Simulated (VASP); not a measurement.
The system is MnSe.

```
Mn Se
1.0
     0.00000    2.72000    2.72000
     2.72000    0.00000    2.72000
     2.72000    2.72000    0.00000
Mn Se
1 1
Direct
  0.00000 0.00000 0.00000
  0.50000 0.50000 0.50000
```

Base run:

```yaml
Program: VASP 6.6.1
Functional: PBEsol
Potentials_or_basis: VASP PAW PBE potentials, release 64 (Mn_pv, Se)
Cutoff: 520 eV
k_mesh: 11 × 11 × 11
Occupations: fermi-dirac, width 0.1 eV
Spin: collinear spin, ferromagnetic start
Starting_moments: "[4.0, 0.0] μB"
Hubbard_terms: Mn d U = 2.0 eV
```

Its results: pressure -1.0 GPa; net moment 4.95 μB per cell; site moments Mn +4.48; Se +0.10 μB.

**Question.** The run is repeated on the same cell with these changes: hubbard terms from Mn d U = 2.0 eV to Mn d U = 8.0 eV. What comes out?

**Answer.** Pressure 3.3 GPa; net moment 5.00 μB per cell; site moments Mn +4.71; Se +0.02 μB.

Caveats: the PAW data sets were made with another functional, which shifts forces and pressure a little; a cell with one magnetic atom can't hold antiferromagnetic order, which such compounds often take.
